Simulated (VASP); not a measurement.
# TaN: single point with PBEsol

TaN:

```xyz
2
Lattice="0.0000 2.2535 2.1878 2.2535 0.0000 2.1878 2.2535 2.2535 0.0000" Properties=species:S:1:pos:R:3 pbc="T T T"
Ta    2.2535    2.2535    2.1878
N     0.0000    0.0000    0.0000
```

This cell differs from its parent crystal: strain +0.030 along x and y, +0.000 along z.

* Program: VASP 6.6.1
* Task: single point
* Functional: PBEsol
* Potentials or basis: VASP PAW PBE potentials, release 64 (Ta_pv, N)
* Cutoff: 520 eV
* k mesh: 24 × 24 × 24
* Occupations: gaussian, width 0.15 eV
* Spin: no spin polarisation
* Dipole correction: no
* Further INCAR settings: ALGO = Normal; EDIFF = 1e-06; NBANDS = 15

- Pressure: -17.1 GPa
- Band gap on the k mesh: zero (bands 8 and 9 overlap by 3.76 eV)

Stress tensor (GPa, compression positive):
```
-22.00   0.00   0.00
  0.00 -22.00   0.00
  0.00   0.00  -7.32
```

Levels at points of the mesh, in eV from the Fermi level:
| k point | band 4 | band 5 | band 6 | band 7 | band 8 | band 9 | band 10 | band 11 | band 12 | band 13 |
| --- | --- | --- | --- | --- | --- | --- | --- | --- | --- | --- |
| (0.00, 0.00, 0.00) | -18.44 | -3.70 | -3.70 | -3.59 | -2.11 | -2.11 | -1.77 | -0.17 | -0.03 | 1.44 |
| (0.50, 0.00, 0.00) | -15.61 | -10.03 | -7.27 | -7.27 | 1.65 | 1.90 | 1.92 | 3.66 | 6.76 | 7.39 |
| (0.50, 0.50, 0.00) | -17.16 | -6.33 | -5.23 | -4.60 | -4.60 | 1.98 | 3.33 | 3.33 | 4.15 | 6.42 |
| (0.50, 0.00, 0.50) | -17.20 | -6.62 | -5.17 | -4.50 | -4.40 | 1.88 | 3.14 | 3.49 | 4.16 | 6.22 |

It took 96 s on 1 thread of Intel(R) Xeon(R) 6975P-C (Granite Rapids) (shared host), peak memory 0.43 GiB.

Caveat: the cell differs from its parent crystal (strain +0.030 along x and y, +0.000 along z); the stress differs along the axes, from -22 to -7 GPa; the PAW data sets were made with another functional, which shifts forces and pressure a little; spin-orbit coupling is left out, which moves the levels of the heavy elements.
